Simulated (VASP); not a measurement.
# Ti2O (P-3m1) in VASP: notebook

The runs below take Ti2O through single point, with PBEsol.

Program: VASP 6.6.1. These are calculated values, not measurements. Logs are shortened: lines on timing, memory, paths and dates and some standing lists are left out, and cuts for length are marked.

## 1. The cell of the first run

The structure is trigonal, space group P-3m1 (No. 164). The conventional cell has a = 3.015 Å, b = 3.015 Å, c = 4.803 Å, α = 90.00°, β = 90.00°, γ = 120.00°. Within 3.1 Å of Ti (site symmetry 3m) lie 3 O at 2.14 Å and 12 Ti at 2.89 to 3.04 Å. O (site symmetry -3m) has 6 Ti at 2.14 Å within 2.8 Å.

## 2. Single point, PBEsol (12.60 Å³/atom)

Input file INCAR:

```
SYSTEM = Ti2O
  PREC = Accurate
  ENCUT = 520
  EDIFF = 1E-7
  ISMEAR = 0
  SIGMA = 0.1
  LREAL = .False.
  LASPH = .True.
  NELM = 100
  ALGO = Normal
  ISIF = 2
  LWAVE = .False.
  LCHARG = .True.
  GGA = PS
  LELF = .True.
  LVHAR = .True.
  NBANDS = 22
```

Input file KPOINTS:

```
Automatic mesh
0
Gamma
  18 18 10
  0 0 0
```

Input file POSCAR:

```
Ti2O
1.0
    3.0150019231      0.0000000000      0.0000000000
   -1.5075009615      2.6110682578      0.0000000000
    0.0000000000      0.0000000000      4.8031798615
Ti O
2 1
Direct
    0.6666666667      0.3333333333      0.2598527262
    0.3333333333      0.6666666667      0.7401472738
    0.0000000000      0.0000000000      0.0000000000
```

Potentials or basis: VASP PAW PBE potentials, release 64 (Ti_sv, O).

Started as:

```
> cat potpaw_PBE.64/Ti_sv/POTCAR potpaw_PBE.64/O/POTCAR > POTCAR
> mpirun -np 1 vasp_std > vasp.out
```

OUTCAR:

```text
SYSTEM = Ti2O
   PREC = Accurate
   ENCUT = 520
   EDIFF = 1E-7
   ISMEAR = 0
   LREAL = .False.
   LASPH = .True.
   NELM = 100
   ISIF = 2
   GGA = PS

 ion  position               nearest neighbor table
   1  0.667  0.333  0.260-   3 2.14   3 2.14   3 2.14   2 2.89   2 2.89   2 2.89
   2  0.333  0.667  0.740-   3 2.14   3 2.14   3 2.14   1 2.89   1 2.89   1 2.89
   3  0.000  0.000  0.000-   1 2.14   2 2.14   2 2.14   1 2.14   1 2.14   2 2.14

  LATTYP: Found a hexagonal cell.
 ALAT       =     3.0150019231
 C/A-ratio  =     1.5930934653

  Lattice vectors:

 A1 = (   3.0150019231,   0.0000000000,   0.0000000000)
 A2 = (  -1.5075009615,   2.6110682578,   0.0000000000)
 A3 = (   0.0000000000,   0.0000000000,   4.8031798615)

Analysis of symmetry for initial positions (statically):
=====================================================================
 Subroutine PRICEL returns:
 Original cell was already a primitive cell.

 Routine SETGRP: Setting up the symmetry group for a
 hexagonal supercell.

 Subroutine GETGRP returns: Found 12 space group operations
 (whereof 12 operations were pure point group operations)
 out of a pool of 24 trial point group operations.

The static configuration has the point symmetry D_3d.

Analysis of symmetry for dynamics (positions and initial velocities):
=====================================================================
 Subroutine PRICEL returns:
 Original cell was already a primitive cell.

 Routine SETGRP: Setting up the symmetry group for a
 hexagonal supercell.

 Subroutine GETGRP returns: Found 12 space group operations
 (whereof 12 operations were pure point group operations)
 out of a pool of 24 trial point group operations.

The dynamic configuration has the point symmetry D_3d.

 Subroutine INISYM returns: Found 12 space group operations
 (whereof 12 operations are pure point group operations),
 and found     1 'primitive' translations

----------------------------------------------------------------------------------------

                                     Primitive cell

  volume of cell :      37.8124

  direct lattice vectors                    reciprocal lattice vectors
     3.015001923  0.000000000  0.000000000     0.331674747  0.191492504  0.000000000
    -1.507500961  2.611068258  0.000000000     0.000000000  0.382985009  0.000000000
     0.000000000  0.000000000  4.803179862     0.000000000  0.000000000  0.208195410

  length of vectors
     3.015001923  3.015001923  4.803179862     0.382985009  0.382985009  0.208195410

  position of ions in fractional coordinates (direct lattice)
     0.666666667  0.333333333  0.259852726
     0.333333333  0.666666667  0.740147274
     0.000000000  0.000000000  0.000000000

  ion indices of the primitive-cell ions
   primitive index   ion index
                 1           1
                 2           2
                 3           3

----------------------------------------------------------------------------------------

 KPOINTS: Automatic mesh

Automatic generation of k-mesh.
 Grid dimensions read from file:
 generate k-points for:   18   18   10

 Generating k-lattice:

  Cartesian coordinates                     Fractional coordinates (reciprocal lattice)
     0.018426375  0.010638472  0.000000000     0.055555556  0.000000000  0.000000000
     0.000000000  0.021276945  0.000000000     0.000000000  0.055555556  0.000000000
     0.000000000  0.000000000  0.020819541     0.000000000  0.000000000  0.100000000

  Length of vectors
     0.021276945  0.021276945  0.020819541

  Shift w.r.t. Gamma in fractional coordinates (k-lattice)
     0.000000000  0.000000000  0.000000000

 Subroutine IBZKPT returns following result:
 ===========================================

 Found    330 irreducible k-points:

 Following reciprocal coordinates:
            Coordinates               Weight
  0.000000  0.000000  0.000000      1.000000
  0.055556  0.000000  0.000000      6.000000
  0.111111  0.000000  0.000000      6.000000
  0.166667  0.000000  0.000000      6.000000
  0.222222 -0.000000  0.000000      6.000000
  0.277778  0.000000  0.000000      6.000000
[... 16 lines left out ...]
  0.333333  0.111111  0.000000     12.000000
  0.388889  0.111111  0.000000     12.000000
 [... further k-points ...]
   k-points           NKPTS =    330   k-points in BZ     NKDIM =    330   number of bands    NBANDS=     22
   number of dos      NEDOS =    301   number of ions     NIONS =      3
   total plane-waves  NPLWV =  20736
   dimension x,y,z NGX =    24 NGY =   24 NGZ =   36
   dimension x,y,z NGXF=    48 NGYF=   48 NGZF=   72
   ions per type =               2   1
   NGX,Y,Z   is equivalent  to a cutoff of  13.23, 13.23, 12.46 a.u.
   NGXF,Y,Z  is equivalent  to a cutoff of  26.47, 26.47, 24.92 a.u.
 SYSTEM =  Ti2O
   PREC   = accura    normal or accurate (medium, high low for compatibility)
   ISTART =      0    job   : 0-new  1-cont  2-samecut
   ICHARG =      2    charge: 1-file 2-atom 10-const
   ISPIN  =      1    spin polarized calculation?
   LNONCOLLINEAR =      F non collinear calculations
   LSORBIT =      F    spin-orbit coupling
   LASPH  =      T    aspherical Exc in radial PAW
   ENCUT  =  520.0 eV  38.22 Ry    6.18 a.u.   5.61  5.61  8.93*2*pi/ulx,y,z
   NELM   =    100;   NELMIN=  2; NELMDL= -5     # of ELM steps
   EDIFF  = 0.1E-06   stopping-criterion for ELM
   LREAL  =      F    real-space projection
   EDIFFG = 0.1E-05   stopping-criterion for IOM
   NSW    =      0    number of steps for IOM
   IBRION =     -1    ionic relax: 0-MD 1-quasi-New 2-CG
   NFREE  =      0    steps in history (QN), initial steepest desc. (CG)
   ISIF   =      2    stress and relaxation
   ISYM   =      2    0-nonsym 1-usesym 2-fastsym
   POTIM  = 0.5000    time-step for ionic-motion
   TEBEG  =    0.0;   TEEND  =   0.0 temperature during run
   PSTRESS=    0.0 pullay stress
   NELECT =      30.0000    total number of electrons
   NUPDOWN=      -1.0000    fix difference up-down
   EMIN   =  10.00;   EMAX   =-10.00  energy-range for DOS
   EFERMI =   0.00;   METHOD = LEGACY
   ISMEAR =     0;   SIGMA  =   0.10  broadening in eV -4-tet -1-fermi 0-gaus
   EFERMI_NEDOS =   21; number of points for ismear=-14 and -15
   IALGO  =     38    algorithm
   IMIX   =      4    mixing-type and parameters
     AMIX     =   0.40;   BMIX     =  1.00
     AMIX_MAG =   1.60;   BMIX_MAG =  1.00
  volume/ion in A,a.u.               =      12.60        85.06
  Fermi-wavevector in a.u.,A,eV,Ry     =   1.515550  2.863975 31.251123  2.296893
  Thomas-Fermi vector in A             =   2.625059
   LORBIT       =      0    0 simple, 1 ext, 2 COOP (PROOUT), +10 PAW based schemes
   GGA     = PS    functional components
   LHFCALC =     F    Hartree Fock is set to
   AEXX    =    0.0000 exact exchange contribution
   IVDW    =     0    specifies the selected vdW correction
   LEPSILON=     F    determine dielectric tensor
   LRPA    =     F    only Hartree local field effects (RPA)
 non-spin polarized calculation
 Gauss-broadening in eV      SIGMA  =   0.10
  energy-cutoff  :      520.00
  volume of cell :       37.81
 maximum number of plane-waves:      1041
 NGX is ok and might be reduce to    24
   NGX = 11   NGY = 11   NGZ = 17

 number of electron      30.0000009 magnetization

 Free energy of the ion-electron system (eV)
  ---------------------------------------------------
  ext. energy  EPLUGINS =         0.00000000
  ---------------------------------------------------
  free energy    TOTEN  =       -27.54780172 eV

  energy without entropy =      -27.54225407  energy(sigma->0) =      -27.54502790

 E-fermi :   9.3389     XC(G=0): -12.2685

 val. band max:        9.3337187374   @ k =   0.4444   0.1111   0.4000
 cond. band min:       9.3442597182   @ k =   0.3889   0.1667   0.4000
 fundamental gap:      0.0105409808
 Fermi energy:         9.3389018235

 k-point     1 :       0.0000    0.0000    0.0000
  band No.  band energies     occupation
      1     -47.7260      2.00000
      2     -47.6183      2.00000
      3     -24.4186      2.00000
      4     -23.8705      2.00000
      5     -23.8705      2.00000
      6     -23.7959      2.00000
[... 14 lines left out ...]
     21      10.4798      0.00000
     22      13.1172      0.00000

 k-point     2 :       0.0556    0.0000    0.0000
  band No.  band energies     occupation
      1     -47.7236      2.00000
      2     -47.6173      2.00000
      3     -24.4114      2.00000
      4     -23.8839      2.00000
      5     -23.8751      2.00000
      6     -23.8095      2.00000
[... 14 lines left out ...]
     21      10.6461      0.00000
     22      12.8907      0.00000

 k-point     3 :       0.1111    0.0000    0.0000
  band No.  band energies     occupation
      1     -47.7164      2.00000
      2     -47.6145      2.00000
      3     -24.3901      2.00000
      4     -23.9224      2.00000
      5     -23.8879      2.00000
      6     -23.8480      2.00000
[... 14 lines left out ...]
     21      10.9196      0.00000
     22      12.5414      0.00000

 k-point     4 :       0.1667    0.0000    0.0000
  band No.  band energies     occupation
      1     -47.7053      2.00000
      2     -47.6104      2.00000
      3     -24.3565      2.00000
      4     -23.9820      2.00000
      5     -23.9066      2.00000
      6     -23.9042      2.00000
[... 14 lines left out ...]
     21      11.3150      0.00000
     22      12.2495      0.00000

 k-point     5 :       0.2222   -0.0000    0.0000
  band No.  band energies     occupation
      1     -47.6912      2.00000
      2     -47.6058      2.00000
      3     -24.3133      2.00000
      4     -24.0563      2.00000
      5     -23.9693      2.00000
      6     -23.9286      2.00000
[... 14 lines left out ...]
     21      11.7660      0.00000
     22      12.0914      0.00000

 k-point     6 :       0.2778    0.0000    0.0000
  band No.  band energies     occupation
      1     -47.6755      2.00000
      2     -47.6015      2.00000
      3     -24.2659      2.00000
      4     -24.1340      2.00000
      5     -24.0350      2.00000
      6     -23.9511      2.00000
[... 14 lines left out ...]
     21      11.8611      0.00000
     22      12.3963      0.00000

 k-point     7 :       0.3333    0.0000    0.0000
  band No.  band energies     occupation
      1     -47.6598      2.00000
      2     -47.5983      2.00000
      3     -24.2428      2.00000
      4     -24.1803      2.00000
      5     -24.0943      2.00000
      6     -23.9716      2.00000
[... 324 lines left out ...]
      6     -23.9113      2.00000
[... 14 lines left out ...]
     21      11.9399      0.00000
     22      12.0636      0.00000

 k-point    21 :       0.2222    0.1111    0.0000
  band No.  band energies     occupation
      1     -47.6705      2.00000
      2     -47.6003      2.00000
      3     -24.2503      2.00000
      4     -24.1329      2.00000
      5     -24.0721      2.00000
      6     -23.9442      2.00000
[... 14 lines left out ...]
     21      12.0377      0.00000
     22      12.4034      0.00000

 k-point    22 :       0.2778    0.1111    0.0000
  band No.  band energies     occupation
      1     -47.6555      2.00000
      2     -47.5976      2.00000
      3     -24.2331      2.00000
      4     -24.1706      2.00000
      5     -24.1107      2.00000
      6     -23.9768      2.00000
[... 14 lines left out ...]
     21      12.1746      0.00000
     22      12.6299      0.00000

 k-point    23 :       0.3333    0.1111    0.0000
  band No.  band energies     occupation
      1     -47.6420      2.00000
      2     -47.5967      2.00000
      3     -24.2783      2.00000
      4     -24.1452      2.00000
      5     -24.1299      2.00000
      6     -24.0040      2.00000
[... 14 lines left out ...]
     21      12.2921      0.00000
     22      12.5215      0.00000

 k-point    24 :       0.3889    0.1111    0.0000
  band No.  band energies     occupation
      1     -47.6320      2.00000
      2     -47.5972      2.00000
      3     -24.3141      2.00000
      4     -24.1633      2.00000
      5     -24.0926      2.00000
      6     -24.0222      2.00000
[... 14 lines left out ...]
     21      12.3105      0.00000
     22      12.4363      0.00000

 [... further k-points ...]

------------------------ aborting loop because EDIFF is reached ----------------------------------------

  FORCE on cell =-STRESS in cart. coord.  units (eV):
  Direction    XX          YY          ZZ          XY          YZ          ZX
  --------------------------------------------------------------------------------------
  -------------------------------------------------------------------------------------
  Total       -2.3061649     -2.3061649     -2.3162981     -0.0000000      0.0000000      0.0000000
  in kB      -97.7161312    -97.7161312    -98.1454944     -0.0000000      0.0000000      0.0000000
  external PRESSURE =     -97.8592523 kB  Pullay stress =       0.0000000 kB

 VOLUME and BASIS-vectors are now :
 -----------------------------------------------------------------------------
  energy-cutoff  :      520.00
  volume of cell :       37.81
      direct lattice vectors                 reciprocal lattice vectors
     3.015001923  0.000000000  0.000000000     0.331674747  0.191492504  0.000000000
    -1.507500961  2.611068258  0.000000000     0.000000000  0.382985009  0.000000000
     0.000000000  0.000000000  4.803179862     0.000000000  0.000000000  0.208195410

 POSITION                                       TOTAL-FORCE (eV/Angst)
 -----------------------------------------------------------------------------------
      1.50750      0.87036      1.24812         0.000000     -0.000000      0.037557
     -0.00000      1.74071      3.55506         0.000000      0.000000     -0.037557
      0.00000      0.00000      0.00000        -0.000000      0.000000     -0.000000
 -----------------------------------------------------------------------------------
    total drift:                                0.000000     -0.000000     -0.000000

  FREE ENERGIE OF THE ION-ELECTRON SYSTEM (eV)
  ---------------------------------------------------
  free  energy   TOTEN  =       -27.5478017247 eV

  energy  without entropy=      -27.5422540713  energy(sigma->0) =      -27.54502790
```

Run time: 5 min. Hardware: 1 thread of Intel Xeon Platinum 8175M at 2.50GHz (Skylake/Cascade Lake), shared host; peak memory 0.34 GiB.

What came out:

* Free energy: -27.5478 eV
* Pressure: -9.8 GPa
* Largest force: 0.038 eV/Å
* Band gap on the k mesh: zero (bands 15 and 16 overlap by 0.75 eV)

Forces in eV/Å, atoms in the order of the input:
```
Ti   0.000  0.000  0.038
Ti   0.000  0.000 -0.038
O    0.000  0.000  0.000
```

Caveat: the cell stands under tension; the PAW data sets were made with another functional, which shifts forces and pressure a little.

(Continued in part 2 of 2.)
